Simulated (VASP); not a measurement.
TaN (e600): single point with PBEsol

The system is TaN (e600).

```
Ta N
1.0
     0.00000    2.18742    2.18742
     2.18742    0.00000    2.18742
     2.18742    2.18742    0.00000
Ta N
1 1
Cartesian
  2.1874 2.1874 2.1874
  0.0000 0.0000 0.0000
```

```yaml
Program: VASP 6.6.1
Task: single point
Functional: PBEsol
Potentials_or_basis: VASP PAW PBE potentials, release 64 (Ta_pv, N)
Cutoff: 600 eV
k_mesh: 16 × 16 × 16
Occupations: gaussian, width 0.1 eV
Spin: no spin polarisation
```

| Property | Result |
| --- | --- |
| Pressure | 1.1 GPa |
| Band gap on the k mesh | zero (band 8 reaches 11.51 eV, above the bottom of band 9 at 7.38 eV) |

Levels at points of the mesh, in eV from the Fermi level:
```
           k point  band 4  band 5  band 6  band 7  band 8  band 9  band 10  band 11  band 12  band 13
(0.00, 0.00, 0.00)  -18.93   -3.83   -3.83   -3.83   -2.16   -2.16    -2.16     0.04     0.04     1.69
(0.50, 0.00, 0.00)  -15.76  -10.52   -7.69   -7.69    1.97    1.97     2.07     3.87     7.73     7.73
(0.50, 0.50, 0.00)  -17.65   -6.65   -5.60   -4.64   -4.64    2.15     3.66     3.66     4.74     6.92
```

Run time: 110 s on 1 thread of Intel Xeon 8259CL (shared host), peak memory 0.2 GiB.

Caveat: the PAW data sets were made with another functional, which shifts forces and pressure a little; spin-orbit coupling is left out, which moves the levels of the heavy elements.
